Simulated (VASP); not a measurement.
Here is a VASP 6.6.1 calculation.

The input INCAR:

```
  ALGO = Normal
  EDIFF = 1E-6
  EDIFFG = -0.04
  ENCUT = 600
  GGA = PE
  IBRION = 2
  ISIF = 3
  ISMEAR = 0
  LASPH = True
  LCHARG = False
  LREAL = False
  LWAVE = False
  NELM = 60
  NSW = 90
  PREC = Accurate
  SIGMA = 0.1
```

The input KPOINTS:

```
k-points
0
Gamma
  6 4 2
```

The input POSCAR:

```
ZnPbF
1.0
    3.7231505304      0.0000000000      0.0000000000
    0.0000000000      3.8081594327      0.0000000000
    0.0000000000      0.0000000000      8.8228478580
Zn Pb F
2 2 2
Direct
    0.0000000000      0.5000000000      0.1353102426
    0.5000000000      0.0000000000      0.8646897574
    0.0000000000      0.0000000000      0.3848469224
    0.5000000000      0.5000000000      0.6151530776
    0.0000000000      0.0000000000      0.9854571076
    0.5000000000      0.5000000000      0.0145428924
```

Potentials or basis: VASP PAW PBE potentials, release 64 (Zn, Pb_d, F).

Launch:

```sh
$ cat potpaw_PBE.64/Zn/POTCAR potpaw_PBE.64/Pb_d/POTCAR potpaw_PBE.64/F/POTCAR > POTCAR
$ mpirun -np 1 vasp_std > vasp.out
```

(1) Estimate the band gap on the k mesh.

(2) Predict the relaxed volume.

## Answers

(1) zero (bands 33 and 34 overlap by 1.66 eV).

(2) 20.92 Å³/atom.

Caveat: the k points lie up to 0.38 Å⁻¹ apart in the final cell, too coarse for converged energies and pressures of a metal; spin-orbit coupling is left out, which moves the levels of the heavy elements.
